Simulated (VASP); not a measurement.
Here is a VASP 6.6.1 calculation.

File INCAR:

```
SYSTEM = YBPd3
ALGO = Normal
EDIFF = 1E-6
ENCUT = 420
GGA = PS
GGA_COMPAT = .FALSE.
ISIF = 2
ISMEAR = -1
LASPH = .TRUE.
LCHARG = .TRUE.
LELF = .TRUE.
LREAL = .FALSE.
LVHAR = .TRUE.
LWAVE = .FALSE.
NBANDS = 55
NELM = 120
PREC = Accurate
SIGMA = 0.1
```

Contents of KPOINTS:

```
k-points
0
G
  1 2 2
  0 0 0
```

The input POSCAR:

```
YBPd3
1.0
    8.6500720000      0.0000000000      0.0000000000
    0.0000000000      4.3250360000      0.0000000000
    0.0000000000      0.0000000000      4.3250360000
Y B Pd
2 2 6
Direct
    0.0001539872      0.0033525733      0.0087559965
    0.5025110774      0.0026261053      0.0065444542
    0.2458558726      0.5027650637      0.4871608005
    0.7533813591      0.4831340132      0.5042420456
    0.0050152184      0.5068184404      0.4988592002
    0.2426945117      0.4837860309      0.0051557952
    0.2486050983      0.0000633521      0.4859788450
    0.4992082147      0.5026448335      0.5063335889
    0.7546629670      0.4954929855     -0.0051661998
    0.7452183057     -0.0105256927      0.4993246299
```

Potentials or basis: VASP PAW PBE potentials, release 64 (Y_sv, B, Pd).

Command:

```sh
$ cat potpaw_PBE.64/Y_sv/POTCAR potpaw_PBE.64/B/POTCAR potpaw_PBE.64/Pd/POTCAR > POTCAR
$ mpirun -np 1 vasp_std > vasp.out
```

Problem. Estimate the largest force.

Solution. 0.791 eV/Å.

Problem. Estimate the pressure.

Solution. -5.7 GPa.

Forces in eV/Å, atoms in the order of the input:
```
Y   -0.084 -0.074 -0.174
Y   -0.111 -0.070 -0.076
B    0.612 -0.064  0.497
B   -0.176  0.163 -0.238
Pd  -0.471  0.073  0.057
Pd   0.158  0.136 -0.611
Pd   0.151  0.017  0.185
Pd  -0.053 -0.041  0.080
Pd  -0.025 -0.014  0.271
Pd  -0.002 -0.128  0.009
```

Caveat: the k points lie up to 0.73 Å⁻¹ apart; the PAW data sets were made with another functional, which shifts forces and pressure a little.
